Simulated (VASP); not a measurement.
# BiTe (I4/mmm) in VASP: further runs

The runs below take BiTe through single point, with PBE.

Everything below comes from runs of VASP 6.6.1. Logs are shortened: lines on timing, memory, paths and dates and some standing lists are left out, and cuts for length are marked.

### Step 1. The cell of the first run

It takes space group I4/mmm (No. 139, tetragonal). The conventional cell has a = 4.575 Å, b = 4.575 Å, c = 6.567 Å, α = 90.00°, β = 90.00°, γ = 90.00°. Bi (site symmetry 4/mmm) has 6 Te at 3.23 to 3.28 Å within 4.3 Å. Within 4.3 Å of Te (site symmetry 4/mmm) lie 6 Bi at 3.23 to 3.28 Å.

### Step 2. Single point, PBE (strain +0.000 along x and y, +0.015 along z)

Input file INCAR:

```
ALGO = Normal ; EDIFF = 1E-7
ENCUT = 520 ; GGA = PE
ISIF = 2 ; ISMEAR = 0
LASPH = True ; LCHARG = True
LELF = True ; LREAL = False
LVHAR = True ; LWAVE = False
NBANDS = 18 ; NELM = 80
PREC = Accurate ; SIGMA = 0.15
```

Input file KPOINTS:

```
k-points
0
Gamma
  14 14 14
```

Input file POSCAR:

```
BiTe
1.0
    0.0000000000      3.2350000000      3.2835250000
    3.2350000000      0.0000000000      3.2835250000
    3.2350000000      3.2350000000      0.0000000000
Bi Te
1 1
Direct
    0.0000000000      0.0000000000      0.0000000000
    0.5000000000      0.5000000000      0.5000000000
```

Potentials or basis: VASP PAW PBE potentials, release 64 (Bi_d, Te).

Run with:

```bash
$ cat potpaw_PBE.64/Bi_d/POTCAR potpaw_PBE.64/Te/POTCAR > POTCAR
$ mpirun -np 1 vasp_std > vasp.out
```

OUTCAR:

```text
EDIFF = 1E-7
   ENCUT = 520
   GGA = PE
   ISIF = 2
   ISMEAR = 0
   LASPH = True
   LREAL = False
   NELM = 80
   PREC = Accurate

 ion  position               nearest neighbor table
   1  0.000  0.000  0.000-   2 3.23   2 3.23   2 3.23   2 3.23   2 3.28   2 3.28
   2  0.500  0.500  0.500-   1 3.23   1 3.23   1 3.23   1 3.23   1 3.28   1 3.28

  LATTYP: Found a body centered tetragonal cell.
 ALAT       =     4.5749808743
 C/A-ratio  =     1.4354267658

  Lattice vectors:

 A1 = (  -3.2350000000,   0.0000000000,   3.2835250000)
 A2 = (   3.2350000000,   0.0000000000,   3.2835250000)
 A3 = (   0.0000000000,   3.2350000000,  -3.2835250000)

Analysis of symmetry for initial positions (statically):
=====================================================================
 Subroutine PRICEL returns:
 Original cell was already a primitive cell.

 Routine SETGRP: Setting up the symmetry group for a
 body centered tetragonal supercell.

 Subroutine GETGRP returns: Found 16 space group operations
 (whereof 16 operations were pure point group operations)
 out of a pool of 16 trial point group operations.

The static configuration has the point symmetry D_4h.

Analysis of symmetry for dynamics (positions and initial velocities):
=====================================================================
 Subroutine PRICEL returns:
 Original cell was already a primitive cell.

 Routine SETGRP: Setting up the symmetry group for a
 body centered tetragonal supercell.

 Subroutine GETGRP returns: Found 16 space group operations
 (whereof 16 operations were pure point group operations)
 out of a pool of 16 trial point group operations.

The dynamic configuration has the point symmetry D_4h.

 Subroutine INISYM returns: Found 16 space group operations
 (whereof 16 operations are pure point group operations),
 and found     1 'primitive' translations

----------------------------------------------------------------------------------------

                                     Primitive cell

  volume of cell :      68.7257

  direct lattice vectors                    reciprocal lattice vectors
     0.000000000  3.235000000  3.283525000    -0.154559505  0.154559505  0.152275375
     3.235000000  0.000000000  3.283525000     0.154559505 -0.154559505  0.152275375
     3.235000000  3.235000000  0.000000000     0.154559505  0.154559505 -0.152275375

  length of vectors
[... 81 lines left out ...]
   NELM   =     80;   NELMIN=  2; NELMDL= -5     # of ELM steps
   EDIFF  = 0.1E-06   stopping-criterion for ELM
   LREAL  =      F    real-space projection
   EDIFFG = 0.1E-05   stopping-criterion for IOM
   NSW    =      0    number of steps for IOM
   IBRION =     -1    ionic relax: 0-MD 1-quasi-New 2-CG
   NFREE  =      0    steps in history (QN), initial steepest desc. (CG)
   ISIF   =      2    stress and relaxation
   ISYM   =      2    0-nonsym 1-usesym 2-fastsym
   POTIM  = 0.5000    time-step for ionic-motion
   TEBEG  =    0.0;   TEEND  =   0.0 temperature during run
   PSTRESS=    0.0 pullay stress
   NELECT =      21.0000    total number of electrons
   NUPDOWN=      -1.0000    fix difference up-down
   EMIN   =  10.00;   EMAX   =-10.00  energy-range for DOS
   EFERMI =   0.00;   METHOD = LEGACY
   ISMEAR =     0;   SIGMA  =   0.15  broadening in eV -4-tet -1-fermi 0-gaus
   EFERMI_NEDOS =   21; number of points for ismear=-14 and -15
   IALGO  =     38    algorithm
   IMIX   =      4    mixing-type and parameters
     AMIX     =   0.40;   BMIX     =  1.00
     AMIX_MAG =   1.60;   BMIX_MAG =  1.00
  volume/ion in A,a.u.               =      34.36       231.89
  Fermi-wavevector in a.u.,A,eV,Ry     =   1.102660  2.083725 16.542768  1.215859
  Thomas-Fermi vector in A             =   2.239106
   LORBIT       =      0    0 simple, 1 ext, 2 COOP (PROOUT), +10 PAW based schemes
   GGA     = PE    functional components
   LHFCALC =     F    Hartree Fock is set to
   AEXX    =    0.0000 exact exchange contribution
   IVDW    =     0    specifies the selected vdW correction
   LEPSILON=     F    determine dielectric tensor
   LRPA    =     F    only Hartree local field effects (RPA)
 non-spin polarized calculation
 Gauss-broadening in eV      SIGMA  =   0.15
  energy-cutoff  :      520.00
  volume of cell :       68.73
 maximum number of plane-waves:      1870
 NGX is ok and might be reduce to    36
   NGX = 17   NGY = 17   NGZ = 17

 number of electron      20.9999997 magnetization

 Free energy of the ion-electron system (eV)
  ---------------------------------------------------
  ext. energy  EPLUGINS =         0.00000000
  ---------------------------------------------------
  free energy    TOTEN  =        -7.17980264 eV

  energy without entropy =       -7.16325711  energy(sigma->0) =       -7.17152988

 E-fermi :   6.4799     XC(G=0):  -9.3676

 val. band max:        6.4686382365   @ k =   0.2857   0.1429   0.0000
 cond. band min:       6.4805031601   @ k =   0.4286   0.0000   0.0714
 fundamental gap:      0.0118649236
 Fermi energy:         6.4799116060

 k-point     1 :       0.0000    0.0000    0.0000
  band No.  band energies     occupation
      1     -16.6802      2.00000
      2     -16.6778      2.00000
      3     -16.6711      2.00000
      4     -16.6711      2.00000
      5     -16.6710      2.00000
      6      -6.9522      2.00000
[... 481 lines left out ...]
      5     -16.6671      2.00000
      6      -6.3400      2.00000
[... 10 lines left out ...]
     17      14.3374      0.00000
     18      14.5845      0.00000

 [... further k-points ...]

------------------------ aborting loop because EDIFF is reached ----------------------------------------

  FORCE on cell =-STRESS in cart. coord.  units (eV):
  Direction    XX          YY          ZZ          XY          YZ          ZX
  --------------------------------------------------------------------------------------
  -------------------------------------------------------------------------------------
  Total        0.1648948      0.1648948     -0.3232617      0.0000000      0.0000000     -0.0000000
  in kB        3.8441362      3.8441362     -7.5360881      0.0000000      0.0000000     -0.0000000
  external PRESSURE =       0.0507281 kB  Pullay stress =       0.0000000 kB

 VOLUME and BASIS-vectors are now :
 -----------------------------------------------------------------------------
  energy-cutoff  :      520.00
  volume of cell :       68.73
      direct lattice vectors                 reciprocal lattice vectors
     0.000000000  3.235000000  3.283525000    -0.154559505  0.154559505  0.152275375
     3.235000000  0.000000000  3.283525000     0.154559505 -0.154559505  0.152275375
     3.235000000  3.235000000  0.000000000     0.154559505  0.154559505 -0.152275375

 POSITION                                       TOTAL-FORCE (eV/Angst)
 -----------------------------------------------------------------------------------
      0.00000      0.00000      0.00000        -0.000000      0.000000      0.000000
      3.23500      3.23500      3.28353         0.000000     -0.000000     -0.000000
 -----------------------------------------------------------------------------------
    total drift:                               -0.000000      0.000000      0.000000

  FREE ENERGIE OF THE ION-ELECTRON SYSTEM (eV)
  ---------------------------------------------------
  free  energy   TOTEN  =        -7.1798026449 eV

  energy  without entropy=       -7.1632571074  energy(sigma->0) =       -7.17152988
```

stdout:

```text
POSCAR found type information on POSCAR BiTe
 POSCAR found :  2 types and       2 ions
 scaLAPACK will be used
 LDA part: xc-table for (Slater+PW92), standard interpolation
 POSCAR, INCAR and KPOINTS ok, starting setup
 FFT: planning ... GRIDC
 FFT: planning ... GRID_SOFT
 FFT: planning ... GRID
 WAVECAR not read
 entering main loop
```

Run time: 7.2 min. Hardware: 1 thread of Intel Xeon 8259CL, shared host; peak memory 0.43 GiB.

Results:

```
Free energy            : -7.1798 eV
Pressure               : 0.0 GPa
Band gap on the k mesh : zero (an odd number of electrons rules out a gap without spin polarisation)
```

Stress tensor (GPa, compression positive):
```
 0.38  0.00  0.00
 0.00  0.38  0.00
 0.00  0.00 -0.75
```

Caveat: the cell differs from its parent crystal (strain +0.000 along x and y, +0.015 along z); spin-orbit coupling is left out, which moves the levels of the heavy elements.

### Step 3. Single point, PBE (strain +0.000 along x and y, +0.030 along z)

Input file INCAR:

```
  PREC = Accurate
  ENCUT = 520
  EDIFF = 1E-6
  ISMEAR = 0
  SIGMA = 0.15
  LREAL = False
  LASPH = True
  NELM = 60
  ALGO = Normal
  ISIF = 2
  LWAVE = False
  LCHARG = False
  GGA = PE
  NBANDS = 18
```

Input file KPOINTS:

```
Automatic mesh
0
Gamma
  14 14 14
```

Input file POSCAR:

```
BiTe
1.0
    0.0000000000      3.2350000000      3.3320500000
    3.2350000000      0.0000000000      3.3320500000
    3.2350000000      3.2350000000      0.0000000000
Bi Te
1 1
Direct
    0.0000000000      0.0000000000      0.0000000000
    0.5000000000      0.5000000000      0.5000000000
```

Potentials or basis: VASP PAW PBE potentials, release 64 (Bi_d, Te).

Run with:

```bash
$ cat potpaw_PBE.64/Bi_d/POTCAR potpaw_PBE.64/Te/POTCAR > POTCAR
$ mpirun -np 1 vasp_std > vasp.out
```

Run time: 6.9 min. Hardware: 1 thread of Intel Xeon 8259CL, shared host; peak memory 0.44 GiB.

Results (log left out):

```yaml
Free_energy: -7.1712 eV
Pressure: -0.6 GPa
Band_gap_on_the_k_mesh: zero (an odd number of electrons rules out a gap without spin polarisation)
```

Stress tensor (GPa, compression positive):
```
 0.08  0.00  0.00
 0.00  0.08  0.00
 0.00  0.00 -2.01
```

Levels at points of the mesh, in eV from the Fermi level:
```tsv
k point	band 8	band 9	band 10	band 11	band 12	band 13
(0.00, 0.00, 0.00)	-2.60	-2.60	-2.22	1.67	2.31	2.31
(0.50, 0.00, 0.00)	-1.90	-1.84	-1.58	-0.83	-0.58	-0.55
(0.50, 0.50, 0.00)	-5.39	-3.86	-3.86	2.39	3.52	3.52
(0.50, 0.00, 0.50)	-5.50	-4.08	-3.71	2.34	3.09	3.76
```

Caveat: the cell differs from its parent crystal (strain +0.000 along x and y, +0.030 along z); spin-orbit coupling is left out, which moves the levels of the heavy elements.

### Step 4. Single point, PBE (strain +0.015 along x and y, +0.000 along z)

Input file INCAR:

```
PREC     = Accurate       # precision mode
ENCUT    = 520            # plane-wave cutoff, eV
EDIFF    = 1E-6           # SCF threshold, eV
ISMEAR   = 0              # smearing method
SIGMA    = 0.15           # smearing width, eV
LREAL    = False          # projectors in reciprocal space
LASPH    = True           # aspherical terms in the spheres
NELM     = 100            # most SCF steps
ALGO     = Normal         # electronic algorithm
ISIF     = 2              # what is computed and relaxed
LWAVE    = False          # write WAVECAR
LCHARG   = False          # write CHGCAR
GGA      = PE             # functional
NBANDS   = 18             # bands
```

Input file KPOINTS:

```
regular mesh
0
Gamma
  14 14 14
```

Input file POSCAR:

```
BiTe
1.0
    0.0000000000      3.2835250000      3.2350000000
    3.2835250000      0.0000000000      3.2350000000
    3.2835250000      3.2835250000      0.0000000000
Bi Te
1 1
Direct
    0.0000000000      0.0000000000      0.0000000000
    0.5000000000      0.5000000000      0.5000000000
```

Run with:

```bash
$ cat potpaw_PBE.64/Bi_d/POTCAR potpaw_PBE.64/Te/POTCAR > POTCAR
$ mpirun -np 1 vasp_std > vasp.out
```

Wall time 6.2 min (1 thread of Intel Xeon 8259CL, shared host); peak memory 0.44 GiB.

Results (log left out):

```yaml
Free_energy: -7.1777 eV
Pressure: -0.7 GPa
Band_gap_on_the_k_mesh: zero (an odd number of electrons rules out a gap without spin polarisation)
```

Stress tensor (GPa, compression positive):
```
-1.07  0.00  0.00
 0.00 -1.07  0.00
 0.00  0.00  0.10
```

Levels at points of the mesh, in eV from the Fermi level:
| k point | band 6 | band 7 | band 8 | band 9 | band 10 | band 11 | band 12 | band 13 | band 14 | band 15 |
| --- | --- | --- | --- | --- | --- | --- | --- | --- | --- | --- |
| (0.00, 0.00, 0.00) | -13.33 | -8.24 | -2.60 | -2.41 | -2.41 | 1.97 | 1.97 | 2.31 | 4.67 | 4.67 |
| (0.50, 0.00, 0.00) | -11.46 | -11.16 | -1.88 | -1.86 | -1.60 | -0.82 | -0.60 | -0.56 | 7.25 | 7.68 |
| (0.50, 0.50, 0.00) | -11.57 | -10.06 | -5.50 | -3.90 | -3.90 | 2.33 | 3.41 | 3.41 | 4.88 | 8.58 |
| (0.50, 0.00, 0.50) | -11.72 | -9.90 | -5.45 | -3.97 | -3.78 | 2.35 | 3.29 | 3.64 | 4.66 | 8.53 |

Caveat: the cell differs from its parent crystal (strain +0.015 along x and y, +0.000 along z); spin-orbit coupling is left out, which moves the levels of the heavy elements.

### Step 5. Summary

```tsv
cell	gap on the mesh (eV)	pressure (GPa)
a = 4.609, b = 4.609, c = 4.575 Å, angles 60.2, 60.2, 59.5°, 2 atoms	none	0.0
a = 4.644, b = 4.644, c = 4.575 Å, angles 60.5, 60.5, 59.0°, 2 atoms	none	-0.6
a = 4.609, b = 4.609, c = 4.644 Å, angles 59.8, 59.8, 60.5°, 2 atoms	none	-0.7
```

Alike in all rows: task single point; level PBE; potentials or basis VASP PAW PBE potentials, release 64 (Bi_d, Te); no spin polarisation; k mesh 14 × 14 × 14; cutoff (eV) 520; smearing gaussian 0.15 eV.

Caveats: spin-orbit coupling is left out, which moves the levels of the heavy elements.

Total energies depend on the potentials used, so only differences within one code and one set of settings carry meaning.
